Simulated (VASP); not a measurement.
# Pt (Fm-3m) in VASP: notebook

Pt is run at these levels: PBE, revPBE; tasks: single point, relaxation of cell and atoms.

All numbers are computed with VASP 6.6.1; they aren't measurements. Logs are shortened: lines on timing, memory, paths and dates and some standing lists are left out, and cuts for length are marked.

### Step 1. The cell of the first run

It takes space group Fm-3m (No. 225, cubic). The conventional cell has a = 3.943 Å, b = 3.943 Å, c = 3.943 Å, α = 90.00°, β = 90.00°, γ = 90.00°. Within 3.7 Å of Pt (site symmetry m-3m) lie 12 Pt at 2.79 Å.

### Step 2. Single point, PBE

Contents of INCAR:

```
SYSTEM = Pt
PREC     = Accurate       ! precision mode
ENCUT    = 520            ! plane-wave cutoff, eV
EDIFF    = 1E-7           ! SCF threshold, eV
ISMEAR   = 0              ! smearing method
SIGMA    = 0.1            ! smearing width, eV
LREAL    = .FALSE.        ! projectors in reciprocal space
LASPH    = .TRUE.         ! aspherical terms in the spheres
NELM     = 60             ! most SCF steps
ALGO     = Normal         ! electronic algorithm
ISIF     = 2              ! what is computed and relaxed
LWAVE    = .FALSE.        ! write WAVECAR
LCHARG   = .FALSE.        ! write CHGCAR
GGA      = PE             ! functional
NBANDS   = 11             ! bands
```

Contents of KPOINTS:

```
Automatic mesh
0
G
  8 8 8
  0 0 0
```

Contents of POSCAR:

```
Pt
1.0
    0.0000000000      1.9715751800      1.9715751800
    1.9715751800      0.0000000000      1.9715751800
    1.9715751800      1.9715751800      0.0000000000
Pt
1
Direct
    0.0000000000      0.0000000000      0.0000000000
```

Potentials or basis: VASP PAW PBE potentials, release 64 (Pt).

The run is started by

```bash
$ cat potpaw_PBE.64/Pt/POTCAR > POTCAR
$ mpirun -np 1 vasp_std > vasp.out
```

OUTCAR:

```text
SYSTEM = Pt
   PREC = Accurate
   ENCUT = 520
   EDIFF = 1E-7
   ISMEAR = 0
   LREAL = .FALSE.
   LASPH = .TRUE.
   NELM = 60
   ISIF = 2
   GGA = PE

 ion  position               nearest neighbor table
   1  0.000  0.000  0.000-

  LATTYP: Found a face centered cubic cell.
 ALAT       =     3.9431503600

  Lattice vectors:

 A1 = (   0.0000000000,   1.9715751800,   1.9715751800)
 A2 = (   1.9715751800,   0.0000000000,   1.9715751800)
 A3 = (   1.9715751800,   1.9715751800,   0.0000000000)

Analysis of symmetry for initial positions (statically):
=====================================================================
 Subroutine PRICEL returns:
 Original cell was already a primitive cell.

 Routine SETGRP: Setting up the symmetry group for a
 face centered cubic supercell.

 Subroutine GETGRP returns: Found 48 space group operations
 (whereof 48 operations were pure point group operations)
 out of a pool of 48 trial point group operations.

The static configuration has the point symmetry O_h .

Analysis of symmetry for dynamics (positions and initial velocities):
=====================================================================
 Subroutine PRICEL returns:
 Original cell was already a primitive cell.

 Routine SETGRP: Setting up the symmetry group for a
 face centered cubic supercell.

 Subroutine GETGRP returns: Found 48 space group operations
 (whereof 48 operations were pure point group operations)
 out of a pool of 48 trial point group operations.

The dynamic configuration has the point symmetry O_h .

 Subroutine INISYM returns: Found 48 space group operations
 (whereof 48 operations are pure point group operations),
 and found     1 'primitive' translations

----------------------------------------------------------------------------------------

                                     Primitive cell

  volume of cell :      15.3275

  direct lattice vectors                    reciprocal lattice vectors
     0.000000000  1.971575180  1.971575180    -0.253604329  0.253604329  0.253604329
     1.971575180  0.000000000  1.971575180     0.253604329 -0.253604329  0.253604329
     1.971575180  1.971575180  0.000000000     0.253604329  0.253604329 -0.253604329

  length of vectors
     2.788228359  2.788228359  2.788228359     0.439255582  0.439255582  0.439255582

  position of ions in fractional coordinates (direct lattice)
     0.000000000  0.000000000  0.000000000

  ion indices of the primitive-cell ions
   primitive index   ion index
                 1           1

----------------------------------------------------------------------------------------

 KPOINTS: Automatic mesh

Automatic generation of k-mesh.
 Grid dimensions read from file:
 generate k-points for:    8    8    8

 Generating k-lattice:

  Cartesian coordinates                     Fractional coordinates (reciprocal lattice)
    -0.031700541  0.031700541  0.031700541     0.125000000  0.000000000  0.000000000
     0.031700541 -0.031700541  0.031700541     0.000000000  0.125000000  0.000000000
     0.031700541  0.031700541 -0.031700541     0.000000000  0.000000000  0.125000000

  Length of vectors
     0.054906948  0.054906948  0.054906948

  Shift w.r.t. Gamma in fractional coordinates (k-lattice)
     0.000000000  0.000000000  0.000000000

 Subroutine IBZKPT returns following result:
 ===========================================

 Found     29 irreducible k-points:

 Following reciprocal coordinates:
            Coordinates               Weight
  0.000000  0.000000  0.000000      1.000000
  0.125000  0.000000  0.000000      8.000000
  0.250000  0.000000  0.000000      8.000000
  0.375000  0.000000  0.000000      8.000000
  0.500000  0.000000  0.000000      4.000000
  0.125000  0.125000  0.000000      6.000000
[... 16 lines left out ...]
  0.500000  0.250000  0.125000     48.000000
 -0.375000  0.250000  0.125000     24.000000
 [... further k-points ...]
   k-points           NKPTS =     29   k-points in BZ     NKDIM =     29   number of bands    NBANDS=     11
   number of dos      NEDOS =    301   number of ions     NIONS =      1
   total plane-waves  NPLWV =  13824
   dimension x,y,z NGX =    24 NGY =   24 NGZ =   24
   dimension x,y,z NGXF=    48 NGYF=   48 NGZF=   48
   ions per type =               1
   NGX,Y,Z   is equivalent  to a cutoff of  14.31, 14.31, 14.31 a.u.
   NGXF,Y,Z  is equivalent  to a cutoff of  28.62, 28.62, 28.62 a.u.
 SYSTEM =  Pt
   PREC   = accura    normal or accurate (medium, high low for compatibility)
   ISTART =      0    job   : 0-new  1-cont  2-samecut
   ICHARG =      2    charge: 1-file 2-atom 10-const
   ISPIN  =      1    spin polarized calculation?
   LNONCOLLINEAR =      F non collinear calculations
   LSORBIT =      F    spin-orbit coupling
   LASPH  =      T    aspherical Exc in radial PAW
   ENCUT  =  520.0 eV  38.22 Ry    6.18 a.u.   5.18  5.18  5.18*2*pi/ulx,y,z
   NELM   =     60;   NELMIN=  2; NELMDL= -5     # of ELM steps
   EDIFF  = 0.1E-06   stopping-criterion for ELM
   LREAL  =      F    real-space projection
   EDIFFG = 0.1E-05   stopping-criterion for IOM
   NSW    =      0    number of steps for IOM
   IBRION =     -1    ionic relax: 0-MD 1-quasi-New 2-CG
   NFREE  =      0    steps in history (QN), initial steepest desc. (CG)
   ISIF   =      2    stress and relaxation
   ISYM   =      2    0-nonsym 1-usesym 2-fastsym
   POTIM  = 0.5000    time-step for ionic-motion
   TEBEG  =    0.0;   TEEND  =   0.0 temperature during run
   PSTRESS=    0.0 pullay stress
   NELECT =      10.0000    total number of electrons
   NUPDOWN=      -1.0000    fix difference up-down
   EMIN   =  10.00;   EMAX   =-10.00  energy-range for DOS
   EFERMI =   0.00;   METHOD = LEGACY
   ISMEAR =     0;   SIGMA  =   0.10  broadening in eV -4-tet -1-fermi 0-gaus
   EFERMI_NEDOS =   21; number of points for ismear=-14 and -15
   IALGO  =     38    algorithm
   IMIX   =      4    mixing-type and parameters
     AMIX     =   0.40;   BMIX     =  1.00
     AMIX_MAG =   1.60;   BMIX_MAG =  1.00
  volume/ion in A,a.u.               =      15.33       103.43
  Fermi-wavevector in a.u.,A,eV,Ry     =   1.419880  2.683183 27.430132  2.016058
  Thomas-Fermi vector in A             =   2.540854
   LORBIT       =      0    0 simple, 1 ext, 2 COOP (PROOUT), +10 PAW based schemes
   GGA     = PE    functional components
   LHFCALC =     F    Hartree Fock is set to
   AEXX    =    0.0000 exact exchange contribution
   IVDW    =     0    specifies the selected vdW correction
   LEPSILON=     F    determine dielectric tensor
   LRPA    =     F    only Hartree local field effects (RPA)
 non-spin polarized calculation
 Gauss-broadening in eV      SIGMA  =   0.10
  energy-cutoff  :      520.00
  volume of cell :       15.33
 maximum number of plane-waves:       428
 NGX is ok and might be reduce to    24
   NGX = 11   NGY = 11   NGZ = 11

 number of electron      10.0000001 magnetization

 Free energy of the ion-electron system (eV)
  ---------------------------------------------------
  ext. energy  EPLUGINS =         0.00000000
  ---------------------------------------------------
  free energy    TOTEN  =        -6.08334868 eV

  energy without entropy =       -6.07415914  energy(sigma->0) =       -6.07875391

 E-fermi :  10.8847     XC(G=0): -13.4007

 val. band max:       10.7491617095   @ k =  -0.3750   0.3750   0.0000
 cond. band min:      10.8901024057   @ k =  -0.2500   0.1250   0.0000
 fundamental gap:      0.1409406962
 Fermi energy:        10.8846905876

 k-point     1 :       0.0000    0.0000    0.0000
  band No.  band energies     occupation
      1       0.9207      2.00000
      2       7.2367      2.00000
      3       7.2367      2.00000
      4       7.2367      2.00000
      5       9.3288      2.00000
      6       9.3288      2.00000
      7      25.6450      0.00000
      8      30.5169      0.00000
      9      30.5169      0.00000
     10      30.5169      0.00000
     11      35.8108      0.00000

 k-point     2 :       0.1250    0.0000    0.0000
  band No.  band energies     occupation
      1       1.5219      2.00000
      2       7.0027      2.00000
      3       7.4503      2.00000
      4       7.4503      2.00000
      5       9.2322      2.00000
      6       9.2322      2.00000
      7      26.5065      0.00000
      8      28.0585      0.00000
      9      31.4285      0.00000
     10      31.4285      0.00000
     11      36.9869      0.00000

 k-point     3 :       0.2500    0.0000    0.0000
  band No.  band energies     occupation
      1       2.9393      2.00000
      2       6.9038      2.00000
      3       7.6006      2.00000
      4       7.6006      2.00000
      5       9.5045      2.00000
      6       9.5045      2.00000
      7      24.1665      0.00000
      8      27.3059      0.00000
      9      33.4197      0.00000
     10      33.4197      0.00000
     11      34.3428      0.00000

 k-point     4 :       0.3750    0.0000    0.0000
  band No.  band energies     occupation
      1       3.7346      2.00000
      2       7.3290      2.00000
      3       7.3290      2.00000
      4       8.5382      2.00000
      5      10.4352      2.00000
      6      10.4353      2.00000
      7      19.6070      0.00000
      8      25.8816      0.00000
      9      31.2043      0.00000
     10      31.2043      0.00000
     11      37.2198      0.00000

 k-point     5 :       0.5000    0.0000    0.0000
  band No.  band energies     occupation
      1       3.7845      2.00000
      2       7.1754      2.00000
      3       7.1754      2.00000
      4      10.5503      2.00000
      5      10.9529      0.33464
      6      10.9529      0.33464
      7      16.6497      0.00000
      8      25.2080      0.00000
      9      29.8225      0.00000
     10      29.8225      0.00000
     11      39.0761      0.00000
[... 211 lines left out ...]
 k-point    21 :       0.5000    0.5000    0.0000
  band No.  band energies     occupation
      1       4.0394      2.00000
      2       4.4826      2.00000
      3      10.9173      0.64430
      4      11.3918      0.00000
      5      11.3918      0.00000
      6      12.7672      0.00000
      7      19.6419      0.00000
      8      22.2976      0.00000
      9      22.2976      0.00000
     10      30.9002      0.00000
     11      34.1023      0.00000

 k-point    22 :       0.3750    0.2500    0.1250
  band No.  band energies     occupation
      1       4.2022      2.00000
      2       5.9567      2.00000
      3       7.2254      2.00000
      4       8.8534      2.00000
      5       8.9380      2.00000
      6      10.9389      0.44304
      7      24.3584      0.00000
      8      26.5277      0.00000
      9      28.8191      0.00000
     10      31.1108      0.00000
     11      34.9705      0.00000

 k-point    23 :       0.5000    0.2500    0.1250
  band No.  band energies     occupation
      1       5.0146      2.00000
      2       6.4456      2.00000
      3       6.7235      2.00000
      4       8.5681      2.00000
      5      10.2022      2.00000
      6      12.8208      0.00000
      7      20.1124      0.00000
      8      25.2026      0.00000
      9      27.0866      0.00000
     10      31.3006      0.00000
     11      35.1204      0.00000

 k-point    24 :      -0.3750    0.2500    0.1250
  band No.  band energies     occupation
      1       5.0379      2.00000
      2       6.2442      2.00000
      3       7.5793      2.00000
      4       8.3105      2.00000
      5      10.7313      1.96991
      6      15.3244      0.00000
      7      16.3569      0.00000
      8      25.5210      0.00000
      9      25.9444      0.00000
     10      30.0288      0.00000
     11      36.9674      0.00000

 [... further k-points ...]
[... 5 lines left out ...]
  --------------------------------------------------------------------------------------
  -------------------------------------------------------------------------------------
  Total        0.3978624      0.3978624      0.3978624      0.0000000      0.0000000     -0.0000000
  in kB       41.5885191     41.5885191     41.5885191      0.0000000      0.0000000     -0.0000000
  external PRESSURE =      41.5885191 kB  Pullay stress =       0.0000000 kB

 VOLUME and BASIS-vectors are now :
 -----------------------------------------------------------------------------
  energy-cutoff  :      520.00
  volume of cell :       15.33
      direct lattice vectors                 reciprocal lattice vectors
     0.000000000  1.971575180  1.971575180    -0.253604329  0.253604329  0.253604329
     1.971575180  0.000000000  1.971575180     0.253604329 -0.253604329  0.253604329
     1.971575180  1.971575180  0.000000000     0.253604329  0.253604329 -0.253604329

 POSITION                                       TOTAL-FORCE (eV/Angst)
 -----------------------------------------------------------------------------------
      0.00000      0.00000      0.00000        -0.000000      0.000000      0.000000
 -----------------------------------------------------------------------------------
    total drift:                               -0.000000      0.000000     -0.000000

  FREE ENERGIE OF THE ION-ELECTRON SYSTEM (eV)
  ---------------------------------------------------
  free  energy   TOTEN  =        -6.0833486825 eV

  energy  without entropy=       -6.0741591399  energy(sigma->0) =       -6.07875391
```

Run time: 3.2 s. Hardware: 1 thread of Intel Xeon 6975P-C (Granite Rapids), shared host; peak memory 0.14 GiB.

Results:

* Free energy: -6.0833 eV
* Pressure: 4.2 GPa
* Band gap on the k mesh: zero (band 5 reaches 11.40 eV, above the bottom of band 6 at 9.23 eV)

Caveat: spin-orbit coupling is left out, which moves the levels of the heavy elements.

(Continued in part 2 of 2.)
